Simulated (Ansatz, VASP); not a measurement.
## AlH5 in VASP and in Ansatz

```xyz
6
Lattice="3.0661 0.0000 0.0000 -1.5331 2.6553 0.0000 0.0000 0.0000 5.1786" Properties=species:S:1:pos:R:3 pbc="T T T"
Al    0.0000    1.7702    0.0000
H     1.5331    0.8851    2.5893
H     0.5710    1.4406    2.5893
H     0.0000    2.4295    2.5893
H    -0.5710    1.4406    2.5893
H     0.0000    0.0000    2.5893
```

Alike in both runs: task relaxation of cell and atoms; functional PBE; k mesh 12 × 12 × 8; occupations gaussian, width 0.1 eV; no spin polarisation.

```csv
,VASP,Ansatz
version,VASP 6.6.1,Ansatz 0.2.0
potentials or method,"VASP PAW PBE potentials, release 64 (Al, H), cutoff 600 eV","scalar-relativistic, plane waves, PAW"
valence electrons in the cell,8,8
```

|  | VASP | Ansatz | Ansatz less VASP |
| --- | --- | --- | --- |
| gap on the k mesh at the Fermi level, each at its own relaxed structure (eV) | none | none | - |
| relaxed volume (Å³/atom) | 6.97 | 6.97 | -0.008 |
| relaxed cell length with the largest relative difference (Å) | 3.085 | 3.084 | -0.0013 |

A gap of «none» marks a metal or a gap that the smearing closes.
